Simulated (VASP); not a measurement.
# CsI (Pm-3m) in VASP: single point with PBE

Aim: the single point of CsI with PBE.

Everything below comes from runs of VASP 6.6.1. Logs are shortened: lines on timing, memory, paths and dates and some standing lists are left out, and cuts for length are marked.

**1. The cell of the first run**

The structure is cubic, space group Pm-3m (No. 221). Conventional cell: a = 4.608 Å, b = 4.608 Å, c = 4.608 Å, α = 90.00°, β = 90.00°, γ = 90.00°. Cs (site symmetry m-3m) has 8 I at 3.99 Å and 6 Cs at 4.61 Å within 5.2 Å. Within 5.2 Å of I (site symmetry m-3m) lie 8 Cs at 3.99 Å and 6 I at 4.61 Å.

**2. Single point, PBE**

INCAR reads:

```
SYSTEM = CsI
ALGO = Normal
EDIFF = 1E-6
ENCUT = 500
GGA = PE
GGA_COMPAT = .False.
ISIF = 2
ISMEAR = 0
LASPH = .True.
LCHARG = .False.
LREAL = .False.
LWAVE = .False.
NBANDS = 15
NELM = 120
PREC = Accurate
SIGMA = 0.01
```

KPOINTS reads:

```
k-points
0
Gamma
  2 2 2
  0 0 0
```

POSCAR reads:

```
CsI
1.0
    4.6081405142      0.0000000000      0.0000000000
    0.0000000000      4.6081405142      0.0000000000
    0.0000000000      0.0000000000      4.6081405142
Cs I
1 1
Direct
    0.0000000000      0.0000000000      0.0000000000
    0.5000000000      0.5000000000      0.5000000000
```

Potentials or basis: VASP PAW PBE potentials, release 64 (Cs_sv, I).

Command:

```bash
cat potpaw_PBE.64/Cs_sv/POTCAR potpaw_PBE.64/I/POTCAR > POTCAR
mpirun -np 1 vasp_std > vasp.out
```

OUTCAR:

```text
SYSTEM = CsI
   EDIFF = 1E-6
   ENCUT = 500
   GGA = PE
   ISIF = 2
   ISMEAR = 0
   LASPH = .True.
   LREAL = .False.
   NELM = 120
   PREC = Accurate

 ion  position               nearest neighbor table
   1  0.000  0.000  0.000-
   2  0.500  0.500  0.500-

  LATTYP: Found a simple cubic cell.
 ALAT       =     4.6081405142

  Lattice vectors:

 A1 = (   4.6081405142,   0.0000000000,   0.0000000000)
 A2 = (   0.0000000000,   4.6081405142,   0.0000000000)
 A3 = (   0.0000000000,   0.0000000000,   4.6081405142)

Analysis of symmetry for initial positions (statically):
=====================================================================
 Subroutine PRICEL returns:
 Original cell was already a primitive cell.

 Routine SETGRP: Setting up the symmetry group for a
 simple cubic supercell.

 Subroutine GETGRP returns: Found 48 space group operations
 (whereof 48 operations were pure point group operations)
 out of a pool of 48 trial point group operations.

The static configuration has the point symmetry O_h .

Analysis of symmetry for dynamics (positions and initial velocities):
=====================================================================
 Subroutine PRICEL returns:
 Original cell was already a primitive cell.

 Routine SETGRP: Setting up the symmetry group for a
 simple cubic supercell.

 Subroutine GETGRP returns: Found 48 space group operations
 (whereof 48 operations were pure point group operations)
 out of a pool of 48 trial point group operations.

The dynamic configuration has the point symmetry O_h .

 Subroutine INISYM returns: Found 48 space group operations
 (whereof 48 operations are pure point group operations),
 and found     1 'primitive' translations

----------------------------------------------------------------------------------------

                                     Primitive cell

  volume of cell :      97.8537

  direct lattice vectors                    reciprocal lattice vectors
     4.608140514  0.000000000  0.000000000     0.217007272  0.000000000  0.000000000
     0.000000000  4.608140514  0.000000000     0.000000000  0.217007272  0.000000000
     0.000000000  0.000000000  4.608140514     0.000000000  0.000000000  0.217007272

  length of vectors
     4.608140514  4.608140514  4.608140514     0.217007272  0.217007272  0.217007272

  position of ions in fractional coordinates (direct lattice)
     0.000000000  0.000000000  0.000000000
     0.500000000  0.500000000  0.500000000

[... 64 lines left out ...]
   TEBEG  =    0.0;   TEEND  =   0.0 temperature during run
   PSTRESS=    0.0 pullay stress
   NELECT =      16.0000    total number of electrons
   NUPDOWN=      -1.0000    fix difference up-down
   EMIN   =  10.00;   EMAX   =-10.00  energy-range for DOS
   EFERMI =   0.00;   METHOD = LEGACY
   ISMEAR =     0;   SIGMA  =   0.01  broadening in eV -4-tet -1-fermi 0-gaus
   EFERMI_NEDOS =   21; number of points for ismear=-14 and -15
   IALGO  =     38    algorithm
   IMIX   =      4    mixing-type and parameters
     AMIX     =   0.40;   BMIX     =  1.00
     AMIX_MAG =   1.60;   BMIX_MAG =  1.00
  volume/ion in A,a.u.               =      48.93       330.17
  Fermi-wavevector in a.u.,A,eV,Ry     =   0.895205  1.691692 10.903597  0.801392
  Thomas-Fermi vector in A             =   2.017507
   LORBIT       =      0    0 simple, 1 ext, 2 COOP (PROOUT), +10 PAW based schemes
   GGA     = PE    functional components
   LHFCALC =     F    Hartree Fock is set to
   AEXX    =    0.0000 exact exchange contribution
   IVDW    =     0    specifies the selected vdW correction
   LEPSILON=     F    determine dielectric tensor
   LRPA    =     F    only Hartree local field effects (RPA)
 non-spin polarized calculation
 Gauss-broadening in eV      SIGMA  =   0.01
  energy-cutoff  :      500.00
  volume of cell :       97.85
 maximum number of plane-waves:      2517
 NGX is ok and might be reduce to    36
   NGX = 17   NGY = 17   NGZ = 17

 number of electron      16.0000002 magnetization

 Free energy of the ion-electron system (eV)
  ---------------------------------------------------
  ext. energy  EPLUGINS =         0.00000000
  ---------------------------------------------------
  free energy    TOTEN  =        -5.23424850 eV

  energy without entropy =       -5.23424850  energy(sigma->0) =       -5.23424850

 E-fermi :   0.8323     XC(G=0):  -7.6187

 val. band max:        0.7613000650   @ k =   0.5000   0.5000   0.0000
 cond. band min:       4.4876426277   @ k =   0.0000   0.0000   0.0000
 fundamental gap:      3.7263425627
 Fermi energy:         0.8322974977

 k-point     1 :       0.0000    0.0000    0.0000
  band No.  band energies     occupation
      1     -19.8090      2.00000
      2      -9.8265      2.00000
      3      -6.5103      2.00000
      4      -6.5103      2.00000
      5      -6.5103      2.00000
      6       0.6649      2.00000
      7       0.6649      2.00000
      8       0.6649      2.00000
      9       4.4876      0.00000
     10       4.8967      0.00000
     11       4.8967      0.00000
     12       8.3485      0.00000
     13       8.3485      0.00000
     14       8.3485      0.00000
[... 41 lines left out ...]
      2      -9.5678      2.00000
      3      -6.7425      2.00000
      4      -6.7425      2.00000
      5      -6.7425      2.00000
      6      -0.4974      2.00000
      7      -0.4974      2.00000
      8      -0.4974      2.00000
      9       7.7779      0.00000
     10       7.7779      0.00000
     11       7.7779      0.00000
     12       8.4170      0.00000
     13       8.4170      0.00000
     14       8.4170      0.00000
     15      10.2746      0.00000

------------------------ aborting loop because EDIFF is reached ----------------------------------------

  FORCE on cell =-STRESS in cart. coord.  units (eV):
  Direction    XX          YY          ZZ          XY          YZ          ZX
  --------------------------------------------------------------------------------------
  -------------------------------------------------------------------------------------
  Total        0.7735297      0.7735297      0.7735297     -0.0000000     -0.0000000      0.0000000
  in kB       12.6651536     12.6651536     12.6651536     -0.0000000     -0.0000000      0.0000000
  external PRESSURE =      12.6651536 kB  Pullay stress =       0.0000000 kB

 VOLUME and BASIS-vectors are now :
 -----------------------------------------------------------------------------
  energy-cutoff  :      500.00
  volume of cell :       97.85
      direct lattice vectors                 reciprocal lattice vectors
     4.608140514  0.000000000  0.000000000     0.217007272  0.000000000  0.000000000
     0.000000000  4.608140514  0.000000000     0.000000000  0.217007272  0.000000000
     0.000000000  0.000000000  4.608140514     0.000000000  0.000000000  0.217007272

 POSITION                                       TOTAL-FORCE (eV/Angst)
 -----------------------------------------------------------------------------------
      0.00000      0.00000      0.00000         0.000000      0.000000      0.000000
      2.30407      2.30407      2.30407         0.000000      0.000000      0.000000
 -----------------------------------------------------------------------------------
    total drift:                               -0.000000      0.000000      0.000000

  FREE ENERGIE OF THE ION-ELECTRON SYSTEM (eV)
  ---------------------------------------------------
  free  energy   TOTEN  =        -5.2342485011 eV

  energy  without entropy=       -5.2342485011  energy(sigma->0) =       -5.23424850
```

stdout:

```text
POSCAR found type information on POSCAR CsI
 POSCAR found :  2 types and       2 ions
 scaLAPACK will be used
 LDA part: xc-table for (Slater+PW92), standard interpolation
 POSCAR, INCAR and KPOINTS ok, starting setup
 FFT: planning ... GRIDC
 FFT: planning ... GRID_SOFT
 FFT: planning ... GRID
 WAVECAR not read
 entering main loop
```

It took 12 s on 1 thread of AMD EPYC 7R43 (Zen 3), shared host; peak memory 0.16 GiB.

What came out:

```
Free energy            : -5.2342 eV
Pressure               : 1.3 GPa
Band gap on the k mesh : 3.73 eV (least direct gap 3.82 eV)
```

Levels at points of the mesh, in eV from the valence-band top:
```tsv
k point	band 6	band 7	band 8	band 9	band 10	band 11
(0.00, 0.00, 0.00)	-0.10	-0.10	-0.10	3.73	4.14	4.14
(0.50, 0.00, 0.00)	-1.52	-0.24	-0.24	5.10	6.32	6.54
(0.50, 0.50, 0.00)	-0.85	-0.85	0.00	4.16	4.84	5.99
(0.50, 0.50, 0.50)	-1.26	-1.26	-1.26	7.02	7.02	7.02
```

Caveat: the k points lie up to 0.68 Å⁻¹ apart; spin-orbit coupling is left out, which moves the levels of the heavy elements. A k mesh can miss the band edges.
